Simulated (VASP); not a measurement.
# Pt (P2_1/m) in VASP: a series of runs

Pt is run at these levels: PBE; tasks: single point.

All numbers are computed with VASP 6.6.1; they aren't measurements. Logs are shortened: lines on timing, memory, paths and dates and some standing lists are left out, and cuts for length are marked.

**1. The cell of the first run**

Symmetry: P2_1/m, No. 11, monoclinic system. The conventional cell has a = 2.793 Å, b = 4.841 Å, c = 2.793 Å, α = 90.00°, β = 120.00°, γ = 90.00°. Pt (site symmetry m) has 12 Pt at 2.79 to 3.01 Å within 3.7 Å.

**2. Single point, PBE**

INCAR

```
PREC = Accurate
ENCUT = 520
EDIFF = 1E-6
ISMEAR = 0
SIGMA = 0.15
LREAL = False
LASPH = True
NELM = 100
ALGO = Fast
ISIF = 2
LWAVE = False
LCHARG = False
GGA = PE
NBANDS = 17
```

KPOINTS

```
regular mesh
0
Gamma
  18 18 10
```

POSCAR

```
Pt
1.0
    2.7930213605      0.0000000000      0.0000000000
   -1.3965106803      2.4188274515      0.0000000000
    0.0000000000      0.0000000000      4.8411502839
Pt
2
Direct
    0.6316843886      0.3333333333      0.7500000000
    0.3683156114      0.6666666667      0.2500000000
```

Potentials or basis: VASP PAW PBE potentials, release 64 (Pt).

Started as:

```bash
> cat potpaw_PBE.64/Pt/POTCAR > POTCAR
> mpirun -np 1 vasp_std > vasp.out
```

OUTCAR:

```text
PREC = Accurate
   ENCUT = 520
   EDIFF = 1E-6
   ISMEAR = 0
   LREAL = False
   LASPH = True
   NELM = 100
   ISIF = 2
   GGA = PE

 ion  position               nearest neighbor table
   1  0.632  0.333  0.750-   2 2.82   2 2.82   2 2.92   2 2.92   2 3.01   2 3.01
   2  0.368  0.667  0.250-   1 2.82   1 2.82   1 2.92   1 2.92   1 3.01   1 3.01

  LATTYP: Found a hexagonal cell.
 ALAT       =     2.7930213605
 C/A-ratio  =     1.7333022770

  Lattice vectors:

 A1 = (   2.7930213605,   0.0000000000,   0.0000000000)
 A2 = (  -1.3965106803,   2.4188274515,   0.0000000000)
 A3 = (   0.0000000000,   0.0000000000,   4.8411502839)

Analysis of symmetry for initial positions (statically):
=====================================================================
 Subroutine PRICEL returns:
 Original cell was already a primitive cell.

 Routine SETGRP: Setting up the symmetry group for a
 hexagonal supercell.

 Subroutine GETGRP returns: Found  4 space group operations
 (whereof  2 operations were pure point group operations)
 out of a pool of 24 trial point group operations.

The static configuration has the point symmetry S_2 .
 The point group associated with its full space group is C_2h.

Analysis of symmetry for dynamics (positions and initial velocities):
=====================================================================
 Subroutine PRICEL returns:
 Original cell was already a primitive cell.

 Routine SETGRP: Setting up the symmetry group for a
 hexagonal supercell.

 Subroutine GETGRP returns: Found  4 space group operations
 (whereof  2 operations were pure point group operations)
 out of a pool of 24 trial point group operations.

The dynamic configuration has the point symmetry S_2 .
 The point group associated with its full space group is C_2h.

 Subroutine INISYM returns: Found  4 space group operations
 (whereof  2 operations are pure point group operations),
 and found     1 'primitive' translations

----------------------------------------------------------------------------------------

                                     Primitive cell

  volume of cell :      32.7060

  direct lattice vectors                    reciprocal lattice vectors
     2.793021361  0.000000000  0.000000000     0.358035214  0.206711727  0.000000000
    -1.396510680  2.418827451  0.000000000     0.000000000  0.413423454  0.000000000
     0.000000000  0.000000000  4.841150284     0.000000000  0.000000000  0.206562478

  length of vectors
     2.793021361  2.793021361  4.841150284     0.413423454  0.413423454  0.206562478

  position of ions in fractional coordinates (direct lattice)
     0.631684389  0.333333333  0.750000000
     0.368315611  0.666666667  0.250000000

  ion indices of the primitive-cell ions
   primitive index   ion index
                 1           1
                 2           2

----------------------------------------------------------------------------------------

 KPOINTS: regular mesh

Automatic generation of k-mesh.
 Grid dimensions read from file:
 generate k-points for:   18   18   10

 Generating k-lattice:

  Cartesian coordinates                     Fractional coordinates (reciprocal lattice)
     0.019890845  0.011483985  0.000000000     0.055555556  0.000000000  0.000000000
     0.000000000  0.022967970  0.000000000     0.000000000  0.055555556  0.000000000
     0.000000000  0.000000000  0.020656248     0.000000000  0.000000000  0.100000000

  Length of vectors
     0.022967970  0.022967970  0.020656248

  Shift w.r.t. Gamma in fractional coordinates (k-lattice)
     0.000000000  0.000000000  0.000000000

 Subroutine IBZKPT returns following result:
 ===========================================

 Found    984 irreducible k-points:

 Following reciprocal coordinates:
            Coordinates               Weight
  0.000000  0.000000  0.000000      1.000000
  0.055556  0.000000  0.000000      2.000000
  0.000000  0.055556  0.000000      2.000000
 -0.055556  0.055556  0.000000      2.000000
  0.111111  0.000000  0.000000      2.000000
  0.000000  0.111111  0.000000      2.000000
[... 16 lines left out ...]
  0.444444 -0.000000  0.000000      2.000000
  0.000000  0.444444  0.000000      2.000000
 [... further k-points ...]
   k-points           NKPTS =    984   k-points in BZ     NKDIM =    984   number of bands    NBANDS=     17
   number of dos      NEDOS =    301   number of ions     NIONS =      2
   total plane-waves  NPLWV =  20736
   dimension x,y,z NGX =    24 NGY =   24 NGZ =   36
   dimension x,y,z NGXF=    48 NGYF=   48 NGZF=   72
   ions per type =               2
   NGX,Y,Z   is equivalent  to a cutoff of  14.29, 14.29, 12.36 a.u.
   NGXF,Y,Z  is equivalent  to a cutoff of  28.57, 28.57, 24.72 a.u.
 SYSTEM =  unknown system
   PREC   = accura    normal or accurate (medium, high low for compatibility)
   ISTART =      0    job   : 0-new  1-cont  2-samecut
   ICHARG =      2    charge: 1-file 2-atom 10-const
   ISPIN  =      1    spin polarized calculation?
   LNONCOLLINEAR =      F non collinear calculations
   LSORBIT =      F    spin-orbit coupling
   LASPH  =      T    aspherical Exc in radial PAW
   ENCUT  =  520.0 eV  38.22 Ry    6.18 a.u.   5.19  5.19  9.00*2*pi/ulx,y,z
   NELM   =    100;   NELMIN=  2; NELMDL= -5     # of ELM steps
   EDIFF  = 0.1E-05   stopping-criterion for ELM
   LREAL  =      F    real-space projection
   EDIFFG = 0.1E-04   stopping-criterion for IOM
   NSW    =      0    number of steps for IOM
   IBRION =     -1    ionic relax: 0-MD 1-quasi-New 2-CG
   NFREE  =      0    steps in history (QN), initial steepest desc. (CG)
   ISIF   =      2    stress and relaxation
   ISYM   =      2    0-nonsym 1-usesym 2-fastsym
   POTIM  = 0.5000    time-step for ionic-motion
   TEBEG  =    0.0;   TEEND  =   0.0 temperature during run
   PSTRESS=    0.0 pullay stress
   NELECT =      20.0000    total number of electrons
   NUPDOWN=      -1.0000    fix difference up-down
   EMIN   =  10.00;   EMAX   =-10.00  energy-range for DOS
   EFERMI =   0.00;   METHOD = LEGACY
   ISMEAR =     0;   SIGMA  =   0.15  broadening in eV -4-tet -1-fermi 0-gaus
   EFERMI_NEDOS =   21; number of points for ismear=-14 and -15
   IALGO  =     68    algorithm
   IMIX   =      4    mixing-type and parameters
     AMIX     =   0.40;   BMIX     =  1.00
     AMIX_MAG =   1.60;   BMIX_MAG =  1.00
  volume/ion in A,a.u.               =      16.35       110.36
  Fermi-wavevector in a.u.,A,eV,Ry     =   1.389555  2.625877 26.270969  1.930862
  Thomas-Fermi vector in A             =   2.513574
   LORBIT       =      0    0 simple, 1 ext, 2 COOP (PROOUT), +10 PAW based schemes
   GGA     = PE    functional components
   LHFCALC =     F    Hartree Fock is set to
   AEXX    =    0.0000 exact exchange contribution
   IVDW    =     0    specifies the selected vdW correction
   LEPSILON=     F    determine dielectric tensor
   LRPA    =     F    only Hartree local field effects (RPA)
 non-spin polarized calculation
 RMM-DIIS sequential band-by-band and
 Gauss-broadening in eV      SIGMA  =   0.15
  energy-cutoff  :      520.00
  volume of cell :       32.71
 maximum number of plane-waves:       895
 NGX is ok and might be reduce to    24
   NGX = 11   NGY = 11   NGZ = 19

 number of electron      19.9999999 magnetization

 Free energy of the ion-electron system (eV)
  ---------------------------------------------------
  ext. energy  EPLUGINS =         0.00000000
  ---------------------------------------------------
  free energy    TOTEN  =       -12.07307275 eV

  energy without entropy =      -12.03311982  energy(sigma->0) =      -12.05309628

 E-fermi :   9.7541     XC(G=0): -13.0013

 val. band max:        9.7527507249   @ k =   0.3889   0.2222   0.4000
 cond. band min:       9.7542859143   @ k =   0.0000   0.3889   0.2000
 fundamental gap:      0.0015351893
 Fermi energy:         9.7540963494

 k-point     1 :       0.0000    0.0000    0.0000
  band No.  band energies     occupation
      1       0.4353      2.00000
      2       3.0525      2.00000
      3       5.9301      2.00000
      4       6.4751      2.00000
      5       6.6096      2.00000
      6       6.8128      2.00000
[... 9 lines left out ...]
     16      26.8205      0.00000
     17      29.8709      0.00000

 k-point     2 :       0.0556    0.0000    0.0000
  band No.  band energies     occupation
      1       0.5428      2.00000
      2       3.1486      2.00000
      3       5.9436      2.00000
      4       6.5473      2.00000
      5       6.5969      2.00000
      6       6.7717      2.00000
[... 9 lines left out ...]
     16      26.8728      0.00000
     17      29.3939      0.00000

 k-point     3 :       0.0000    0.0556    0.0000
  band No.  band energies     occupation
      1       0.5439      2.00000
      2       3.1529      2.00000
      3       5.9402      2.00000
      4       6.4801      2.00000
      5       6.6583      2.00000
      6       6.7962      2.00000
[... 9 lines left out ...]
     16      26.9499      0.00000
     17      29.1772      0.00000

 k-point     4 :      -0.0556    0.0556    0.0000
  band No.  band energies     occupation
      1       0.5446      2.00000
      2       3.1556      2.00000
      3       5.9273      2.00000
      4       6.4520      2.00000
      5       6.6826      2.00000
      6       6.8899      2.00000
[... 9 lines left out ...]
     16      26.9915      0.00000
     17      29.2966      0.00000
[... 343 lines left out ...]
      1       3.6680      2.00000
      2       4.0236      2.00000
      3       4.8965      2.00000
      4       6.1934      2.00000
      5       6.2968      2.00000
      6       6.9664      2.00000
[... 9 lines left out ...]
     16      22.6165      0.00000
     17      23.2710      0.00000

 k-point    23 :       0.4444   -0.0000    0.0000
  band No.  band energies     occupation
      1       3.4971      2.00000
      2       3.7372      2.00000
      3       4.2816      2.00000
      4       6.7429      2.00000
      5       6.8196      2.00000
      6       7.1448      2.00000
[... 9 lines left out ...]
     16      21.9598      0.00000
     17      23.8488      0.00000

 k-point    24 :       0.0000    0.4444    0.0000
  band No.  band energies     occupation
      1       3.6866      2.00000
      2       3.8292      2.00000
      3       4.4771      2.00000
      4       6.5743      2.00000
      5       6.7161      2.00000
      6       6.9978      2.00000
[... 9 lines left out ...]
     16      22.1433      0.00000
     17      23.2057      0.00000

 [... further k-points ...]
[... 5 lines left out ...]
  --------------------------------------------------------------------------------------
  -------------------------------------------------------------------------------------
  Total       -1.6895421     -1.8588862     -1.4993618     -0.0486791      0.0000000      0.0000000
  in kB      -82.7659835    -91.0616857    -73.4495808     -2.3846540      0.0000000      0.0000000
  external PRESSURE =     -82.4257500 kB  Pullay stress =       0.0000000 kB

 VOLUME and BASIS-vectors are now :
 -----------------------------------------------------------------------------
  energy-cutoff  :      520.00
  volume of cell :       32.71
      direct lattice vectors                 reciprocal lattice vectors
     2.793021361  0.000000000  0.000000000     0.358035214  0.206711727  0.000000000
    -1.396510680  2.418827451  0.000000000     0.000000000  0.413423454  0.000000000
     0.000000000  0.000000000  4.841150284     0.000000000  0.000000000  0.206562478

 POSITION                                       TOTAL-FORCE (eV/Angst)
 -----------------------------------------------------------------------------------
      1.29880      0.80628      3.63086        -0.036674     -0.084126      0.000000
      0.09771      1.61255      1.21029         0.036674      0.084126      0.000000
 -----------------------------------------------------------------------------------
    total drift:                                0.000000     -0.000000      0.000000

  FREE ENERGIE OF THE ION-ELECTRON SYSTEM (eV)
  ---------------------------------------------------
  free  energy   TOTEN  =       -12.0730727488 eV

  energy  without entropy=      -12.0331198164  energy(sigma->0) =      -12.05309628
```

Wall time 3.9 min (1 thread of Intel Xeon 6975P-C (Granite Rapids), shared host); peak memory 0.52 GiB.

Results:

| Quantity | Value |
| --- | --- |
| Free energy | -12.0731 eV |
| Pressure | -8.2 GPa |
| Largest force | 0.092 eV/Å |
| Band gap on the k mesh | zero (band 10 reaches 10.26 eV, above the bottom of band 11 at 9.05 eV) |

Forces on the atoms (eV/Å):
```
Pt  -0.037 -0.084  0.000
Pt   0.037  0.084  0.000
```

Stress tensor (GPa, compression positive):
```
-8.28 -0.24  0.00
-0.24 -9.11  0.00
 0.00  0.00 -7.34
```

Caveat: spin-orbit coupling is left out, which moves the levels of the heavy elements.

**3. Single point, PBE**

This run uses another cell than the first one, of 16.97 Å³/atom, 1.037 times its volume.

INCAR

```
PREC = Accurate
ENCUT = 520
EDIFF = 1E-6
ISMEAR = 0
SIGMA = 0.15
LREAL = F
LASPH = T
NELM = 100
ALGO = Fast
ISIF = 2
LWAVE = F
LCHARG = F
GGA = PE
NBANDS = 17
```

KPOINTS is that of step 2.

POSCAR

```
Pt
1.0
    2.8275031057      0.0000000000      0.0000000000
   -1.4137515529      2.4486895188      0.0000000000
    0.0000000000      0.0000000000      4.9009175713
Pt
2
Direct
    0.6316843886      0.3333333333      0.7500000000
    0.3683156114      0.6666666667      0.2500000000
```

Potentials or basis: VASP PAW PBE potentials, release 64 (Pt).

Started as:

```bash
> cat potpaw_PBE.64/Pt/POTCAR > POTCAR
> mpirun -np 1 vasp_std > vasp.out
```

Wall time 3.5 min (1 thread of Intel Xeon 6975P-C (Granite Rapids), shared host); peak memory 0.54 GiB.

Results (log left out):

* Free energy: -11.9849 eV
* Pressure: -14.7 GPa
* Largest force: 0.090 eV/Å
* Band gap on the k mesh: zero (band 10 reaches 9.58 eV, above the bottom of band 11 at 8.46 eV)

Forces on the atoms (eV/Å):
```
Pt  -0.054 -0.072  0.000
Pt   0.054  0.072  0.000
```

Stress tensor (GPa, compression positive):
```
-15.02  -0.05   0.00
 -0.05 -15.79   0.00
  0.00   0.00 -13.34
```

Levels at points of the mesh, in eV from the Fermi level:
```
           k point  band 7  band 8  band 9  band 10  band 11  band 12  band 13  band 14
(0.00, 0.00, 0.00)   -2.61   -1.90   -1.24    -0.54    -0.38     0.06     4.29    15.18
(0.50, 0.00, 0.00)   -1.78    0.00    0.31     0.34     1.78     3.79     6.50     7.58
(0.00, 0.50, 0.00)   -2.24   -0.17    0.25     0.40     2.14     3.50     6.92     8.53
(0.50, 0.50, 0.00)   -2.53   -0.09    0.19     0.46     2.49     3.18     7.43     8.36
(0.00, 0.00, 0.50)   -2.97   -2.97   -0.82    -0.82    -0.64    -0.64    11.42    11.42
(0.50, 0.00, 0.50)   -1.10   -1.10    0.34     0.34     2.18     2.18     5.62     5.62
(0.00, 0.50, 0.50)   -0.60   -0.60    0.34     0.34     1.75     1.75     5.94     5.94
(0.50, 0.50, 0.50)   -0.21   -0.21    0.33     0.33     1.33     1.33     6.18     6.18
```

Caveat: spin-orbit coupling is left out, which moves the levels of the heavy elements.
